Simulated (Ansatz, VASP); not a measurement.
## Cd: VASP beside Ansatz

File INCAR:

```
SYSTEM = Cd
ALGO     = Normal         ! electronic algorithm
EDIFF    = 1E-6           ! SCF threshold, eV
ENCUT    = 520            ! plane-wave cutoff, eV
GGA      = PS             ! functional
ISIF     = 2              ! what is computed and relaxed
ISMEAR   = -1             ! smearing method
LASPH    = .True.         ! aspherical terms in the spheres
LCHARG   = .False.        ! write CHGCAR
LREAL    = .False.        ! projectors in reciprocal space
LWAVE    = .False.        ! write WAVECAR
NBANDS   = 12             ! bands
NELM     = 100            ! most SCF steps
PREC     = Accurate       ! precision mode
SIGMA    = 0.1            ! smearing width, eV
```

File KPOINTS:

```
k-points
0
Gamma
  14 14 14
  0 0 0
```

The input POSCAR:

```
Cd
1.0
    0.0000000000      2.0973247121      2.0973247121
    2.0973247121      0.0000000000      2.0973247121
    2.0973247121      2.0973247121      0.0000000000
Cd
1
Direct
    0.0000000000      0.0000000000      0.0000000000
```

Input for Ansatz:

```yaml
crystal:
  lattice:
    - [0.0, 2.0973247121, 2.0973247121]
    - [2.0973247121, 0.0, 2.0973247121]
    - [2.0973247121, 2.0973247121, 0.0]
  atoms:
    - { symbol: Cd, position: [0.0, 0.0, 0.0] }
hamiltonian:
  xc: pbesol
  pseudopotentials:
    kind: paw
    azcp:
      Cd: "pseudopotentials/Cd.paw.azcp"
basis:
  ecutwfc: 420
  fft_grid_basis: typed
kpoints:
  mp_grid: { grid: [14, 14, 14], shift: [0, 0, 0] }
magnetization:
  spin_polarized: false
scf:
  occupations: { method: fermi_dirac, width: 0.1 }
  lower_state_search: "off"
output:
  stress: true
```

Alike in both runs: task single point; functional PBEsol; k mesh 14 × 14 × 14; occupations fermi-dirac, width 0.1 eV; no spin polarisation.

|  | VASP | Ansatz |
| --- | --- | --- |
| version | VASP 6.6.1 | Ansatz 0.2.0 |
| potentials or method | VASP PAW PBE potentials, release 64 (Cd), cutoff 520 eV | plane waves (420 eV) with PAW, scalar-relativistic |
| valence electrons in the cell | 12 | 20 |

```tsv
	VASP	Ansatz	Ansatz less VASP
pressure (GPa)	11.4	10.8	-0.67
```

VASP's potentials were made for PBE, not for PBEsol, and Ansatz warns of the same on its side. VASP's potentials hold 12 valence electrons a cell and Ansatz's 20, so a difference there can come from the potentials and not from the codes.
